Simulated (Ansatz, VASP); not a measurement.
## Ga3Sb2As in VASP and in Ansatz

INCAR

```
PREC = Accurate
ENCUT = 520
EDIFF = 1E-6
ISMEAR = -1
SIGMA = 0.02
LREAL = False
LASPH = True
NELM = 60
ALGO = Normal
ISIF = 2
LWAVE = False
LCHARG = True
GGA = PE
LELF = True
LVHAR = True
NBANDS = 36
```

KPOINTS

```
Automatic mesh
0
Gamma
  8 8 8
```

Contents of POSCAR:

```
Ga3Sb2As
1.0
   -2.1171279984      6.3402461662      2.9836955405
    2.1171279984     -6.3402461662      2.9836955405
    2.1171279984      6.3402461662     -2.9836955405
As Ga Sb
1 3 2
Direct
    0.0009919961      0.0009919961      0.0000000000
    0.2284407012      0.7284407012      0.5000000000
    0.6031432156      0.7608915377      0.8422516778
    0.9186398599      0.7608915377      0.1577483222
    0.3338384767     -0.0006078864      0.3344463632
    0.6649457504     -0.0006078864      0.6655536368
```

Input for Ansatz:

```yaml
crystal:
  lattice:
    - [-2.1171279984, 6.3402461662, 2.9836955405]
    - [2.1171279984, -6.3402461662, 2.9836955405]
    - [2.1171279984, 6.3402461662, -2.9836955405]
  atoms:
    - { symbol: As, position: [0.0009919961, 0.0009919961, 0.0] }
    - { symbol: Ga, position: [0.2284407012, 0.7284407012, 0.5] }
    - { symbol: Sb, position: [0.3338384767, -0.0006078864, 0.3344463632] }
    - { symbol: Ga, position: [0.6031432156, 0.7608915377, 0.8422516778] }
    - { symbol: Sb, position: [0.6649457504, -0.0006078864, 0.6655536368] }
    - { symbol: Ga, position: [0.9186398599, 0.7608915377, 0.1577483222] }
kpoints:
  mp_grid: { grid: [8, 8, 8] }
  band_path:
    path:
      - [[0.0, 0.0, 0.0], [0.5, -0.5, 0.5], [0.2778754572286, -0.2778754572286, 0.7221245427714]]
      - [[-0.2778754572286, 0.2778754572286, 0.2778754572286], [0.0, 0.0, 0.0], [0.3053651879803, 0.3053651879803, -0.3053651879803]]
      - [[0.6946348120197, -0.3053651879803, 0.3053651879803], [0.5, -0.5, 0.5]]
      - [[0.0, 0.0, 0.0], [3.285725998968e-17, 0.5, -3.285725998968e-17], [0.25, 0.25, 0.25], [0.5, 3.285725998968e-17, -3.285725998968e-17], [0.0, 0.0, 0.0], [-2.625011179717e-18, 2.625011179717e-18, 0.5], [0.25, 0.25, 0.25]]
    npoints: 10
hamiltonian:
  xc: pbe
scf:
  occupations: { method: fermi_dirac, width: 0.02 }
  n_extra_bands: 5
output:
  forces: true
  stress: true
  eigenvalues: true
```

Alike in both runs: task single point; functional PBE; k mesh 8 × 8 × 8; occupations fermi-dirac, width 0.02 eV; no spin polarisation.

|  | VASP | Ansatz |
| --- | --- | --- |
| version | VASP 6.6.1 | Ansatz 0.2.0 |
| potentials or method | VASP PAW PBE potentials, release 64 (As, Ga_d, Sb) | plane waves, PAW |
| plane-wave cutoff (eV) | 520 | 420 |
| valence electrons in the cell | 54 | 84 |

```csv
,VASP,Ansatz,Ansatz less VASP
pressure (GPa),2.3,2.2,-0.11
rms of the force components (eV/Å),0.015,0.014,-0.0009
```

VASP's potentials hold 54 valence electrons a cell and Ansatz's 84, so a difference there can come from the potentials and not from the codes.

Neither program's run includes spin-orbit coupling.
